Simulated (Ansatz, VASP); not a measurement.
# Two plane-wave programs on InP

File INCAR:

```
ALGO = Normal ; EDIFF = 1E-6
ENCUT = 520 ; GGA = PE
ISIF = 2 ; ISMEAR = 0
LASPH = T ; LCHARG = F
LREAL = F ; LWAVE = F
NBANDS = 16 ; NELM = 100
PREC = Accurate ; SIGMA = 0.013000000000000001
```

Contents of KPOINTS:

```
k-points
0
Gamma
  8 8 8
```

File POSCAR:

```
InP
1.0
    0.0000000000      2.7688340000      2.7688340000
    2.7688340000      0.0000000000      2.7688340000
    2.7688340000      2.7688340000      0.0000000000
In P
1 1
Direct
    0.0000000000      0.0000000000      0.0000000000
    0.5000000000      0.5000000000      0.5000000000
```

input.yaml

```yaml
crystal:
  lattice:
    - [0.0, 2.768834, 2.768834]
    - [2.768834, 0.0, 2.768834]
    - [2.768834, 2.768834, 0.0]
  atoms:
    - { symbol: In, position: [0.0, 0.0, 0.0] }
    - { symbol: P, position: [0.5, 0.5, 0.5] }
hamiltonian:
  xc: pbe
  pseudopotentials: { kind: paw }
kpoints:
  mp_grid: { grid: [8, 8, 8] }
scf:
  occupations: { method: gaussian, width: 0.013 }
output:
  forces: true
  stress: true
  eigenvalues: true
  write_density: true
  write_potential: true
  elf: true
  volumetric_format: npy
```

Alike in both runs: task single point; functional PBE; k mesh 8 × 8 × 8; occupations gaussian, width 0.013 eV; no spin polarisation.

|  | VASP | Ansatz |
| --- | --- | --- |
| version | VASP 6.6.1 | Ansatz 0.2.0 |
| potentials or method | VASP PAW PBE potentials, release 64 (In_d, P) | Ansatz PAW |
| plane-wave cutoff (eV) | 520 | 420 |
| valence electrons in the cell | 18 | 18 |

```tsv
	VASP	Ansatz	Ansatz less VASP
gap on the k mesh at the Fermi level (eV)	none	none	-
pressure (GPa)	-0.1	-0.1	+0.05
```

A gap of «none» marks a metal or a gap that the smearing closes. With one functional, cell and mesh, what is left measures potentials, basis and numerics.
